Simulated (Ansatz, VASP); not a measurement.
**Two plane-wave programs on Ta2N**

File INCAR:

```
  PREC = Accurate
  ENCUT = 520
  EDIFF = 1E-6
  ISMEAR = 0
  SIGMA = 0.15
  LREAL = F
  LASPH = T
  NELM = 60
  ALGO = Normal
  ISIF = 2
  LWAVE = F
  LCHARG = F
  GGA = CA
  NBANDS = 50
```

The input KPOINTS:

```
Automatic mesh
0
Gamma
  9 9 8
```

The input POSCAR:

```
Ta2N
1.0
    5.3763138840      0.0000000000      0.0000000000
   -2.6881569420      4.6560244023      0.0000000000
    0.0000000000      0.0000000000      4.6193288891
Ta N
6 3
Direct
    0.6310702833      0.6310702833      0.7526041962
    0.0000000000      0.3689297167      0.7526041962
    0.3689297167      0.0000000000      0.7526041962
    0.3689297167      0.3689297167      0.2473958038
    0.0000000000      0.6310702833      0.2473958038
    0.6310702833      0.0000000000      0.2473958038
    0.6666666667      0.3333333333      0.5000000000
    0.3333333333      0.6666666667      0.5000000000
    0.0000000000      0.0000000000      0.0000000000
```

Input for Ansatz:

```yaml
crystal:
  lattice:
    - [5.376313884, 0.0, 0.0]
    - [-2.688156942, 4.6560244023, 0.0]
    - [0.0, 0.0, 4.6193288891]
  atoms:
    - { symbol: Ta, position: [0.6310702833, 0.6310702833, 0.7526041962] }
    - { symbol: Ta, position: [0.0, 0.3689297167, 0.7526041962] }
    - { symbol: Ta, position: [0.3689297167, 0.0, 0.7526041962] }
    - { symbol: Ta, position: [0.3689297167, 0.3689297167, 0.2473958038] }
    - { symbol: Ta, position: [0.0, 0.6310702833, 0.2473958038] }
    - { symbol: Ta, position: [0.6310702833, 0.0, 0.2473958038] }
    - { symbol: "N", position: [0.6666666667, 0.3333333333, 0.5] }
    - { symbol: "N", position: [0.3333333333, 0.6666666667, 0.5] }
    - { symbol: "N", position: [0.0, 0.0, 0.0] }
basis:
  ecutwfc: 520.0
kpoints:
  mp_grid: { grid: [9, 9, 8] }
hamiltonian:
  xc: lda
  pseudopotentials: { kind: paw, azcp: { folder: soft_1 } }
scf:
  occupations: { method: gaussian, width: 0.15 }
output:
  forces: true
  stress: true
  eigenvalues: true
```

Alike in both runs: task single point; functional LDA; k mesh 9 × 9 × 8; occupations gaussian, width 0.15 eV; no spin polarisation.

```csv
,VASP,Ansatz
version,VASP 6.6.1,Ansatz 0.2.0
potentials or method,"VASP PAW LDA potentials, release 64 (Ta_pv, N), cutoff 520 eV","scalar-relativistic, plane waves, PAW"
valence electrons in the cell,81,93
```

Ansatz gave:

| Property | Result |
| --- | --- |
| gap on the k mesh at the Fermi level (eV) | none |
| pressure (GPa) | 11.5 |
| traceless stress, the component that is largest in VASP (GPa) | 15.75 |
| rms of the force components (eV/Å) | 2.259 |

What did VASP give for the same quantities?

gap on the k mesh at the Fermi level (eV): none; pressure (GPa): 13.2; traceless stress, the component that is largest in VASP (GPa): 15.76; rms of the force components (eV/Å): 2.282.

Ansatz warns that its potentials were made for another functional, while VASP's fit it. LDA's correlation is that of Perdew and Zunger in VASP and of Perdew and Wang (1992) in Ansatz. Atom by atom the forces differ by 0.025 eV/Å (rms over components). A gap of «none» marks a metal or a gap that the smearing closes. VASP's potentials hold 81 valence electrons a cell and Ansatz's 93, so a difference there can come from the potentials and not from the codes.

Neither program's run includes spin-orbit coupling.
